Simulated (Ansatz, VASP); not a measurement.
AlN: VASP beside Ansatz

```
Al N
1.0
    -1.65675    2.86957    0.00000
     0.00000    0.00000    4.18746
     4.97025    2.86957    0.00000
Al N
4 4
Direct
  0.47216 0.75000 0.10669
  0.00000 0.75000 0.66667
  0.00000 0.25000 0.33333
  0.50000 0.25000 0.83333
  0.50000 0.25000 0.16667
  0.00000 0.25000 0.66667
  0.00000 0.75000 0.33333
  0.50000 0.75000 0.83333
```

Alike in both runs: task single point; functional PBE; k mesh 8 × 6 × 4; occupations gaussian, width 0.05 eV; no spin polarisation.

```csv
,VASP,Ansatz
version,VASP 6.6.1,Ansatz 0.2.0
potentials or method,"VASP PAW PBE potentials, release 64 (Al, N), cutoff 520 eV","scalar-relativistic, plane waves, PAW"
valence electrons in the cell,32,32
```

VASP gave:

| Item | Value |
| --- | --- |
| gap on the k mesh at the Fermi level (eV) | 2.71 |
| least direct gap on the mesh (eV) | 2.71 |
| pressure (GPa) | 7.0 |
| traceless stress, the component that is largest in VASP (GPa) | 11.38 |
| rms of the force components (eV/Å) | 3.246 |

Problem. What did Ansatz give for the same quantities?

Solution. gap on the k mesh at the Fermi level (eV): 2.70; least direct gap on the mesh (eV): 2.70; pressure (GPa): 7.1; traceless stress, the component that is largest in VASP (GPa): 11.37; rms of the force components (eV/Å): 3.240.

Atom by atom the forces differ by 0.009 eV/Å (rms over components).
